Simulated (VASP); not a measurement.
# CdSe (gw) (F-43m) in VASP: notebook

The runs below take CdSe (gw) through single point, with PBEsol.

All numbers are computed with VASP 6.6.1; they aren't measurements. Logs are shortened: lines on timing, memory, paths and dates and some standing lists are left out, and cuts for length are marked.

## Step 1: The cell of the first run

It takes space group F-43m (No. 216, cubic). The conventional cell has a = 6.082 Å, b = 6.082 Å, c = 6.082 Å, α = 90.00°, β = 90.00°, γ = 90.00°. Cd (site symmetry -43m) has 4 Se at 2.63 Å within 3.5 Å. Se (site symmetry -43m) has 4 Cd at 2.63 Å within 3.5 Å.

## Step 2: Single point, PBEsol

INCAR

```
  PREC = Accurate
  ENCUT = 500
  EDIFF = 1E-6
  ISMEAR = 0
  SIGMA = 0.01
  LREAL = F
  LASPH = T
  NELM = 120
  ALGO = Normal
  ISIF = 2
  LWAVE = F
  LCHARG = F
  GGA = PS
  NBANDS = 16
  GGA_COMPAT = F
```

KPOINTS

```
Automatic mesh
0
Gamma
  4 4 4
```

POSCAR

```
CdSe
1.0
    0.0000000000      3.0410731566      3.0410731566
    3.0410731566      0.0000000000      3.0410731566
    3.0410731566      3.0410731566      0.0000000000
Cd Se
1 1
Direct
    0.0000000000      0.0000000000      0.0000000000
    0.2500000000      0.2500000000      0.2500000000
```

Potentials or basis: VASP PAW PBE potentials, release 64 (Cd, Se).

Started as:

```sh
> cat potpaw_PBE.64/Cd/POTCAR potpaw_PBE.64/Se/POTCAR > POTCAR
> mpirun -np 1 vasp_std > vasp.out
```

OUTCAR:

```text
PREC = Accurate
   ENCUT = 500
   EDIFF = 1E-6
   ISMEAR = 0
   LREAL = F
   LASPH = T
   NELM = 120
   ISIF = 2
   GGA = PS

 ion  position               nearest neighbor table
   1  0.000  0.000  0.000-   2 2.63   2 2.63   2 2.63   2 2.63
   2  0.250  0.250  0.250-   1 2.63   1 2.63   1 2.63   1 2.63

  LATTYP: Found a face centered cubic cell.
 ALAT       =     6.0821463132

  Lattice vectors:

 A1 = (   0.0000000000,   3.0410731566,   3.0410731566)
 A2 = (   3.0410731566,   0.0000000000,   3.0410731566)
 A3 = (   3.0410731566,   3.0410731566,   0.0000000000)

Analysis of symmetry for initial positions (statically):
=====================================================================
 Subroutine PRICEL returns:
 Original cell was already a primitive cell.

 Routine SETGRP: Setting up the symmetry group for a
 face centered cubic supercell.

 Subroutine GETGRP returns: Found 24 space group operations
 (whereof 24 operations were pure point group operations)
 out of a pool of 48 trial point group operations.

The static configuration has the point symmetry T_d .

Analysis of symmetry for dynamics (positions and initial velocities):
=====================================================================
 Subroutine PRICEL returns:
 Original cell was already a primitive cell.

 Routine SETGRP: Setting up the symmetry group for a
 face centered cubic supercell.

 Subroutine GETGRP returns: Found 24 space group operations
 (whereof 24 operations were pure point group operations)
 out of a pool of 48 trial point group operations.

The dynamic configuration has the point symmetry T_d .

 Subroutine INISYM returns: Found 24 space group operations
 (whereof 24 operations are pure point group operations),
 and found     1 'primitive' translations

----------------------------------------------------------------------------------------

                                     Primitive cell

  volume of cell :      56.2485

  direct lattice vectors                    reciprocal lattice vectors
     0.000000000  3.041073157  3.041073157    -0.164415644  0.164415644  0.164415644
     3.041073157  0.000000000  3.041073157     0.164415644 -0.164415644  0.164415644
     3.041073157  3.041073157  0.000000000     0.164415644  0.164415644 -0.164415644

  length of vectors
     4.300726902  4.300726902  4.300726902     0.284776248  0.284776248  0.284776248

  position of ions in fractional coordinates (direct lattice)
     0.000000000  0.000000000  0.000000000
     0.250000000  0.250000000  0.250000000

  ion indices of the primitive-cell ions
   primitive index   ion index
                 1           1
                 2           2

----------------------------------------------------------------------------------------

 KPOINTS: Automatic mesh

Automatic generation of k-mesh.
 Grid dimensions read from file:
 generate k-points for:    4    4    4

 Generating k-lattice:

  Cartesian coordinates                     Fractional coordinates (reciprocal lattice)
    -0.041103911  0.041103911  0.041103911     0.250000000  0.000000000  0.000000000
     0.041103911 -0.041103911  0.041103911     0.000000000  0.250000000  0.000000000
     0.041103911  0.041103911 -0.041103911     0.000000000  0.000000000  0.250000000

  Length of vectors
     0.071194062  0.071194062  0.071194062

  Shift w.r.t. Gamma in fractional coordinates (k-lattice)
     0.000000000  0.000000000  0.000000000

 Subroutine IBZKPT returns following result:
 ===========================================

 Found      8 irreducible k-points:

 Following reciprocal coordinates:
            Coordinates               Weight
  0.000000  0.000000  0.000000      1.000000
  0.250000  0.000000  0.000000      8.000000
  0.500000  0.000000  0.000000      4.000000
  0.250000  0.250000  0.000000      6.000000
  0.500000  0.250000  0.000000     24.000000
 -0.250000  0.250000  0.000000     12.000000
  0.500000  0.500000  0.000000      3.000000
 -0.250000  0.500000  0.250000      6.000000
   k-points           NKPTS =      8   k-points in BZ     NKDIM =      8   number of bands    NBANDS=     16
   number of dos      NEDOS =    301   number of ions     NIONS =      2
   total plane-waves  NPLWV =  32768
   dimension x,y,z NGX =    32 NGY =   32 NGZ =   32
   dimension x,y,z NGXF=    64 NGYF=   64 NGZF=   64
   ions per type =               1   1
   NGX,Y,Z   is equivalent  to a cutoff of  12.37, 12.37, 12.37 a.u.
   NGXF,Y,Z  is equivalent  to a cutoff of  24.74, 24.74, 24.74 a.u.
 SYSTEM =  unknown system
   PREC   = accura    normal or accurate (medium, high low for compatibility)
   ISTART =      0    job   : 0-new  1-cont  2-samecut
   ICHARG =      2    charge: 1-file 2-atom 10-const
   ISPIN  =      1    spin polarized calculation?
   LNONCOLLINEAR =      F non collinear calculations
   LSORBIT =      F    spin-orbit coupling
   LASPH  =      T    aspherical Exc in radial PAW
   ENCUT  =  500.0 eV  36.75 Ry    6.06 a.u.   7.84  7.84  7.84*2*pi/ulx,y,z
   NELM   =    120;   NELMIN=  2; NELMDL= -5     # of ELM steps
   EDIFF  = 0.1E-05   stopping-criterion for ELM
   LREAL  =      F    real-space projection
   EDIFFG = 0.1E-04   stopping-criterion for IOM
   NSW    =      0    number of steps for IOM
   IBRION =     -1    ionic relax: 0-MD 1-quasi-New 2-CG
   NFREE  =      0    steps in history (QN), initial steepest desc. (CG)
   ISIF   =      2    stress and relaxation
   ISYM   =      2    0-nonsym 1-usesym 2-fastsym
   POTIM  = 0.5000    time-step for ionic-motion
   TEBEG  =    0.0;   TEEND  =   0.0 temperature during run
   PSTRESS=    0.0 pullay stress
   NELECT =      18.0000    total number of electrons
   NUPDOWN=      -1.0000    fix difference up-down
   EMIN   =  10.00;   EMAX   =-10.00  energy-range for DOS
   EFERMI =   0.00;   METHOD = LEGACY
   ISMEAR =     0;   SIGMA  =   0.01  broadening in eV -4-tet -1-fermi 0-gaus
   EFERMI_NEDOS =   21; number of points for ismear=-14 and -15
   IALGO  =     38    algorithm
   IMIX   =      4    mixing-type and parameters
     AMIX     =   0.40;   BMIX     =  1.00
     AMIX_MAG =   1.60;   BMIX_MAG =  1.00
  volume/ion in A,a.u.               =      28.12       189.79
  Fermi-wavevector in a.u.,A,eV,Ry     =   1.119770  2.116058 17.060137  1.253885
  Thomas-Fermi vector in A             =   2.256411
   LORBIT       =      0    0 simple, 1 ext, 2 COOP (PROOUT), +10 PAW based schemes
   GGA     = PS    functional components
   LHFCALC =     F    Hartree Fock is set to
   AEXX    =    0.0000 exact exchange contribution
   IVDW    =     0    specifies the selected vdW correction
   LEPSILON=     F    determine dielectric tensor
   LRPA    =     F    only Hartree local field effects (RPA)
 non-spin polarized calculation
 Gauss-broadening in eV      SIGMA  =   0.01
  energy-cutoff  :      500.00
  volume of cell :       56.25
 maximum number of plane-waves:      1458
   NGX = 15   NGY = 15   NGZ = 15

 number of electron      18.0000002 magnetization

 Free energy of the ion-electron system (eV)
  ---------------------------------------------------
  ext. energy  EPLUGINS =         0.00000000
  ---------------------------------------------------
  free energy    TOTEN  =        -6.12390212 eV

  energy without entropy =       -6.12390212  energy(sigma->0) =       -6.12390212

 E-fermi :   0.9236     XC(G=0):  -9.0876

 val. band max:        0.8437241429   @ k =   0.0000   0.0000   0.0000
 cond. band min:       1.3096733476   @ k =   0.0000   0.0000   0.0000
 fundamental gap:      0.4659492048
 Fermi energy:         0.9236226655

 k-point     1 :       0.0000    0.0000    0.0000
  band No.  band energies     occupation
      1     -11.7753      2.00000
      2      -7.1000      2.00000
      3      -7.1000      2.00000
      4      -7.1000      2.00000
      5      -6.7217      2.00000
      6      -6.7217      2.00000
[... 8 lines left out ...]
     15      11.8912      0.00000
     16      11.8912      0.00000

 k-point     2 :       0.2500    0.0000    0.0000
  band No.  band energies     occupation
      1     -11.5862      2.00000
      2      -7.0447      2.00000
      3      -7.0447      2.00000
      4      -6.8907      2.00000
      5      -6.7197      2.00000
      6      -6.7197      2.00000
[... 8 lines left out ...]
     15      10.8277      0.00000
     16      10.8277      0.00000

 k-point     3 :       0.5000    0.0000    0.0000
  band No.  band energies     occupation
      1     -11.3935      2.00000
      2      -7.0052      2.00000
      3      -7.0052      2.00000
      4      -6.6977      2.00000
      5      -6.6977      2.00000
      6      -6.4255      2.00000
[... 8 lines left out ...]
     15      12.9056      0.00000
     16      12.9056      0.00000

 k-point     4 :       0.2500    0.2500    0.0000
  band No.  band energies     occupation
      1     -11.5245      2.00000
      2      -6.9774      2.00000
      3      -6.9774      2.00000
      4      -6.9436      2.00000
      5      -6.7303      2.00000
      6      -6.6919      2.00000
[... 8 lines left out ...]
     15      12.4077      0.00000
     16      13.9173      0.00000

 k-point     5 :       0.5000    0.2500    0.0000
  band No.  band energies     occupation
      1     -11.3350      2.00000
      2      -6.9602      2.00000
      3      -6.9176      2.00000
      4      -6.7885      2.00000
      5      -6.6867      2.00000
      6      -6.3931      2.00000
[... 8 lines left out ...]
     15      13.1572      0.00000
     16      13.8003      0.00000

 k-point     6 :      -0.2500    0.2500    0.0000
  band No.  band energies     occupation
      1     -11.3972      2.00000
      2      -6.9791      2.00000
      3      -6.9732      2.00000
      4      -6.7377      2.00000
      5      -6.7315      2.00000
      6      -6.5164      2.00000
[... 8 lines left out ...]
     15      11.9947      0.00000
     16      13.8386      0.00000

 k-point     7 :       0.5000    0.5000    0.0000
  band No.  band energies     occupation
      1     -11.2734      2.00000
      2      -6.9115      2.00000
      3      -6.8351      2.00000
      4      -6.8351      2.00000
      5      -6.6620      2.00000
      6      -6.3617      2.00000
[... 8 lines left out ...]
     15      13.2122      0.00000
     16      14.1453      0.00000

 k-point     8 :      -0.2500    0.5000    0.2500
  band No.  band energies     occupation
      1     -11.2743      2.00000
      2      -6.9138      2.00000
      3      -6.9056      2.00000
      4      -6.7566      2.00000
      5      -6.7178      2.00000
      6      -6.2319      2.00000
[... 8 lines left out ...]
     15      13.3723      0.00000
     16      13.8622      0.00000

------------------------ aborting loop because EDIFF is reached ----------------------------------------

  FORCE on cell =-STRESS in cart. coord.  units (eV):
  Direction    XX          YY          ZZ          XY          YZ          ZX
  --------------------------------------------------------------------------------------
  -------------------------------------------------------------------------------------
  Total        0.1890604      0.1890604      0.1890604     -0.0000000     -0.0000000     -0.0000000
  in kB        5.3851850      5.3851850      5.3851850     -0.0000000     -0.0000000     -0.0000000
  external PRESSURE =       5.3851850 kB  Pullay stress =       0.0000000 kB

 VOLUME and BASIS-vectors are now :
 -----------------------------------------------------------------------------
  energy-cutoff  :      500.00
  volume of cell :       56.25
      direct lattice vectors                 reciprocal lattice vectors
     0.000000000  3.041073157  3.041073157    -0.164415644  0.164415644  0.164415644
     3.041073157  0.000000000  3.041073157     0.164415644 -0.164415644  0.164415644
     3.041073157  3.041073157  0.000000000     0.164415644  0.164415644 -0.164415644

 POSITION                                       TOTAL-FORCE (eV/Angst)
 -----------------------------------------------------------------------------------
      0.00000      0.00000      0.00000        -0.000000     -0.000000     -0.000000
      1.52054      1.52054      1.52054         0.000000      0.000000      0.000000
 -----------------------------------------------------------------------------------
    total drift:                                0.000000      0.000000      0.000000

  FREE ENERGIE OF THE ION-ELECTRON SYSTEM (eV)
  ---------------------------------------------------
  free  energy   TOTEN  =        -6.1239021250 eV

  energy  without entropy=       -6.1239021250  energy(sigma->0) =       -6.12390212
```

It took 5.3 s on 1 thread of AMD EPYC 9R45 (Zen 5), shared host; peak memory 0.14 GiB.

Results:

```
Free energy            : -6.1239 eV
Pressure               : 0.5 GPa
Band gap on the k mesh : 0.47 eV, direct
```

Caveat: the k points lie up to 0.45 Å⁻¹ apart; the PAW data sets were made with another functional, which shifts forces and pressure a little.

## Step 3: Single point, PBEsol

INCAR

```
SYSTEM = CdSe
PREC = Accurate
ENCUT = 500
EDIFF = 1E-6
ISMEAR = 0
SIGMA = 0.01
LREAL = .FALSE.
LASPH = .TRUE.
NELM = 120
ALGO = Normal
ISIF = 2
LWAVE = .FALSE.
LCHARG = .FALSE.
GGA = PS
NBANDS = 16
GGA_COMPAT = .FALSE.
```

KPOINTS

```
Automatic mesh
0
G
  4 4 4
  0 0 0
```

POSCAR is that of step 2.

Potentials or basis: VASP PAW PBE potentials, release 64 (Cd, Se).

Started as:

```sh
> cat potpaw_PBE.64/Cd/POTCAR potpaw_PBE.64/Se/POTCAR > POTCAR
> mpirun -np 1 vasp_std > vasp.out
```

Wall time 5.4 s (1 thread of AMD EPYC 9R45 (Zen 5), shared host); peak memory 0.14 GiB.

The run converged. Its results:

- Free energy: -6.1239 eV
- Pressure: 0.5 GPa
- Band gap on the k mesh: 0.47 eV, direct

Levels at points of the mesh, in eV from the valence-band top:
| k point | band 6 | band 7 | band 8 | band 9 | band 10 | band 11 | band 12 | band 13 |
| --- | --- | --- | --- | --- | --- | --- | --- | --- |
| (0.00, 0.00, 0.00) | -7.57 | 0.00 | 0.00 | 0.00 | 0.47 | 5.83 | 5.83 | 5.83 |
| (0.50, 0.00, 0.00) | -7.27 | -4.46 | -0.76 | -0.76 | 2.27 | 6.34 | 6.34 | 7.27 |
| (0.50, 0.50, 0.00) | -7.21 | -4.14 | -1.89 | -1.89 | 2.98 | 3.66 | 8.98 | 10.11 |

Caveat: the k points lie up to 0.45 Å⁻¹ apart; the PAW data sets were made with another functional, which shifts forces and pressure a little.
